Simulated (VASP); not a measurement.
A run of VASP 6.6.1 is set up as follows.

Contents of INCAR:

```
SYSTEM = Si
ALGO     = Normal         ! electronic algorithm
EDIFF    = 1E-7           ! SCF threshold, eV
ENCUT    = 520            ! plane-wave cutoff, eV
GGA      = PE             ! functional
ISIF     = 2              ! what is computed and relaxed
ISMEAR   = 0              ! smearing method
LASPH    = .True.         ! aspherical terms in the spheres
LCHARG   = .True.         ! write CHGCAR
LELF     = .True.         ! ELF
LREAL    = .False.        ! projectors in reciprocal space
LVHAR    = .True.       
LWAVE    = .False.        ! write WAVECAR
NBANDS   = 26             ! bands
NELM     = 80             ! most SCF steps
PREC     = Accurate       ! precision mode
SIGMA    = 0.05           ! smearing width, eV
```

Contents of KPOINTS:

```
k-points
0
Gamma
  10 10 4
  0 0 0
```

POSCAR

```
Si
1.0
    0.0000000000      0.0000000000      3.8608359371
    3.3455832253     -3.3455832253     -1.9304179686
    6.6911664507      6.6911664507      0.0000000000
Si
8
Direct
   -0.0135203880      0.0000000000      0.1786105076
    0.4864796120      0.0000000000      0.6786105076
    0.4864796120      0.0000000000      0.3213894924
   -0.0135203880      0.0000000000      0.8213894924
    0.8349098804      0.6427789847      0.0000000000
    0.3349098804      0.6427789847      0.5000000000
    0.1921308957      0.3572210153      0.0000000000
    0.6921308957      0.3572210153      0.5000000000
```

Potentials or basis: VASP PAW PBE potentials, release 64 (Si).

The run is started by

```bash
$ cat potpaw_PBE.64/Si/POTCAR > POTCAR
$ mpirun -np 1 vasp_std > vasp.out
```

What does it give for the pressure?

-0.2 GPa.

What does it give for the largest force?

0.121 eV/Å.

Forces in eV/Å, atoms in the order of the input:
```
Si  -0.016 -0.016  0.118
Si  -0.016 -0.016  0.118
Si   0.016  0.016  0.118
Si   0.016  0.016  0.118
Si   0.016 -0.016 -0.118
Si   0.016 -0.016 -0.118
Si  -0.016  0.016 -0.118
Si  -0.016  0.016 -0.118
```

Caveat: the cell differs from its parent crystal (atoms displaced along a vibrational mode).
